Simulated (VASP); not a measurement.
Set up this calculation in VASP 6.6.1, as the native input.

* Task: single point
* Functional: PBEsol
* Potentials or basis: VASP PAW PBE potentials, release 64 (Sn_d)
* Cutoff: 520 eV
* k mesh: 5 × 5 × 5
* Occupations: fermi-dirac, width 0.05 eV
* Spin: non-collinear spin, zero start, spin-orbit coupling
* Starting moments: [[0.0, 0.0, 0.0], [0.0, 0.0, 0.0]] μB
* Dipole correction: no
* Further INCAR settings: ALGO = Fast; EDIFF = 1e-07; NBANDS = 40

The structure of Sn lies in POSCAR:

```
Sn
1.0
    0.0000000000      3.2333428000      3.2333428000
    3.2333428000      0.0000000000      3.2333428000
    3.2333428000      3.2333428000      0.0000000000
Sn
2
Direct
    0.7500000000      0.7500000000      0.7500000000
    0.5000000000      0.5000000000      0.5000000000
```

These files were run (other wordings do the same):

INCAR

```
SYSTEM = Sn
PREC     = Accurate       ! precision mode
ENCUT    = 520            ! plane-wave cutoff, eV
EDIFF    = 1E-7           ! SCF threshold, eV
ISMEAR   = -1             ! smearing method
SIGMA    = 0.05           ! smearing width, eV
LREAL    = .FALSE.        ! projectors in reciprocal space
LASPH    = .TRUE.         ! aspherical terms in the spheres
NELM     = 150            ! most SCF steps
ALGO     = Fast           ! electronic algorithm
ISIF     = 2              ! what is computed and relaxed
LWAVE    = .FALSE.        ! write WAVECAR
LCHARG   = .FALSE.        ! write CHGCAR
MAGMOM   = 0 0 0 0 0 0    ! initial moments
LORBIT   = 11             ! projections on sites
LSORBIT  = .TRUE.         ! spin-orbit coupling
GGA_COMPAT= .FALSE.      
LORBMOM  = .TRUE.       
GGA      = PS             ! functional
NBANDS   = 40             ! bands
```

KPOINTS

```
regular mesh
0
G
  5 5 5
  0 0 0
```

Potentials or basis: VASP PAW PBE potentials, release 64 (Sn_d).

The run is started by

```bash
$ cat potpaw_PBE.64/Sn_d/POTCAR > POTCAR
$ mpirun -np 1 vasp_ncl > vasp.out
```

It gave:

- Pressure: 1.6 GPa
- Net moment: 0.00 μB per cell
- Valence electrons inside the program's atomic spheres: Sn 12.36

Caveat: the PAW data sets were made with another functional, which shifts forces and pressure a little.

Run time: 3.5 min on 1 thread of AMD EPYC 7R13, on a shared host, peak memory 0.38 GiB.
